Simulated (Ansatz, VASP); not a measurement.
## Two plane-wave programs on GaP

POSCAR

```
GaP
1.0
    0.0000000000      2.7799072732      2.7799072732
    2.7799072732      0.0000000000      2.7799072732
    2.7799072732      2.7799072732      0.0000000000
Ga P
1 1
Direct
    0.0000000000      0.0000000000      0.0000000000
    0.2500000000      0.2500000000      0.2500000000
```

INCAR.step1

```
ALGO = Normal ; EDIFF = 1E-4
ENCUT = 520 ; GGA = PE
ISMEAR = 0 ; LASPH = T
LCHARG = F ; LREAL = F
LWAVE = T ; NBANDS = 16
NELM = 60 ; PREC = Accurate
SIGMA = 0.01
```

The input INCAR.step2:

```
ALGO = Normal ; EDIFF = 1E-6
ENCUT = 520 ; ISIF = 2
ISMEAR = 0 ; ISTART = 1
LASPH = T ; LCHARG = T
LELF = T ; LMIXTAU = T
LREAL = F ; LVHAR = T
LWAVE = F ; METAGGA = R2SCAN
NBANDS = 16 ; NELM = 60
PREC = Accurate ; SIGMA = 0.01
```

The input KPOINTS:

```
k-points
0
Gamma
  8 8 8
```

Input for Ansatz:

```yaml
crystal:
  lattice:
    - [0.0, 2.7799072732, 2.7799072732]
    - [2.7799072732, 0.0, 2.7799072732]
    - [2.7799072732, 2.7799072732, 0.0]
  atoms:
    - { symbol: Ga, position: [0.0, 0.0, 0.0] }
    - { symbol: P, position: [0.25, 0.25, 0.25] }
kpoints:
  mp_grid: { grid: [8, 8, 8] }
  band_path:
    path:
      - [0.0, 0.0, 0.0]
      - [-0.5, -0.5, 0.0]
      - [-0.375, -0.375, 0.25]
      - [-0.375, 0.0, 0.375]
      - [0.0, 0.0, 0.5]
      - [-0.5, -0.25, 0.25]
    npoints: 1
hamiltonian:
  xc: r2scan
scf:
  occupations: { method: fixed }
  n_extra_bands: 4
output:
  forces: true
  stress: true
  eigenvalues: true
  write_density: true
  write_potential: true
  elf: true
  volumetric_format: npy
```

Change from the starting cell: hydrostatic strain +2.0%.

Alike in both runs: task single point; functional r2SCAN; k mesh 8 × 8 × 8; no spin polarisation.

```csv
,VASP,Ansatz
version,VASP 6.6.1,Ansatz 0.2.0
potentials or method,"VASP PAW PBE potentials, release 64 (Ga_d, P)","plane waves, PAW"
plane-wave cutoff (eV),520,500
occupations,"gaussian, width 0.01 eV",fixed
valence electrons in the cell,18,18
```

Ansatz gave:

```
gap on the k mesh at the Fermi level (eV) : 1.84
pressure (GPa)                            : -4.6
```

Which values does VASP return?

gap on the k mesh at the Fermi level (eV): 1.83; pressure (GPa): -4.6.

VASP's potentials were made for PBE, not for r2SCAN.
